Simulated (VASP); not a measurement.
Input of a VASP 6.6.1 run:

INCAR

```
PREC = Accurate
ENCUT = 520
EDIFF = 1E-6
ISMEAR = 0
SIGMA = 0.05
LREAL = F
LASPH = T
NELM = 150
ALGO = Normal
ISIF = 2
LWAVE = F
LCHARG = T
ISPIN = 2
MAGMOM = 0 0 0 3 0 0 0
LORBIT = 11
LDIPOL = T
IDIPOL = 3
DIPOL = 0.5 0.5 0.350
GGA = PE
LELF = T
LVHAR = T
LVACPOTAV = T
NBANDS = 42
```

File KPOINTS:

```
regular mesh
0
Gamma
  8 8 1
```

Contents of POSCAR:

```
Ga3N4
1.0
    3.2165072845      0.0000000000      0.0000000000
    0.0000000000      3.2165072845      0.0000000000
    0.0000000000      0.0000000000     21.2198072894
N Ga
4 3
Direct
    0.0000000000      0.5000000000      0.1885031257
    0.5000000000      0.0000000000      0.2956866680
    0.0000000000      0.5000000000      0.4029970640
    0.8750000000      0.7500000000      0.5153743974
    0.5000000000      0.5000000000      0.2420948968
    0.0000000000      0.0000000000      0.3470972838
    0.5000000000      0.5000000000      0.4580535137
```

Potentials or basis: VASP PAW PBE potentials, release 64 (N, Ga_d).

Command:

```bash
$ cat potpaw_PBE.64/N/POTCAR potpaw_PBE.64/Ga_d/POTCAR > POTCAR
$ mpirun -np 1 vasp_std > vasp.out
```

What does it give for the largest force?

2.070 eV/Å.

Predict the net moment.

1.75 μB per cell.

Forces on the atoms (eV/Å):
```
N    0.004 -0.170  1.504
N    0.047  0.034  0.372
N    0.671 -0.552 -0.782
N   -0.067  0.378 -0.032
Ga   0.000  0.092 -2.068
Ga   0.069  0.047  0.330
Ga  -0.724  0.170  0.676
```
